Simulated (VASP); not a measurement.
Here is a VASP 6.6.1 calculation.

Contents of INCAR:

```
SYSTEM = GeSb4Te4
  ALGO = Normal
  EDIFF = 1E-7
  ENCUT = 520
  GGA = PE
  ISIF = 2
  ISMEAR = 0
  LASPH = .True.
  LCHARG = .True.
  LELF = .True.
  LREAL = .False.
  LVHAR = .True.
  LWAVE = .False.
  NBANDS = 39
  NELM = 80
  PREC = Accurate
  SIGMA = 0.01
```

The input KPOINTS:

```
k-points
0
Gamma
  12 12 2
  0 0 0
```

The input POSCAR:

```
GeSb4Te4
1.0
    4.3083347447      0.0000000000      0.0000000000
   -2.1541673724      3.7311273369      0.0000000000
    0.0000000000      0.0000000000     18.0015813368
Ge Sb Te
1 4 4
Direct
    0.0000000000      0.0000000000      0.0000000000
    0.3333333333      0.6666666667      0.5440991990
    0.6666666667      0.3333333333      0.4559008010
    0.6666666667      0.3333333333      0.7907683500
    0.3333333333      0.6666666667      0.2092316500
    0.3333333333      0.6666666667      0.9045184782
    0.6666666667      0.3333333333      0.0954815218
    0.0000000000      0.0000000000      0.6939667125
    0.0000000000      0.0000000000      0.3060332875
```

Potentials or basis: VASP PAW PBE potentials, release 64 (Ge_d, Sb, Te).

Launch:

```bash
$ cat potpaw_PBE.64/Ge_d/POTCAR potpaw_PBE.64/Sb/POTCAR potpaw_PBE.64/Te/POTCAR > POTCAR
$ mpirun -np 1 vasp_std > vasp.out
```

(1) What does it give for the pressure?

(2) Predict the band gap on the k mesh.

(3) Estimate the largest force.

## Answers

(1) -0.4 GPa.

(2) 0.02 eV, indirect (least direct gap 0.13 eV).

(3) 0.128 eV/Å.

Caveat: the cell differs from its parent crystal (uniaxial strain along c: +2.0 %); spin-orbit coupling is left out, which moves the levels of the heavy elements.
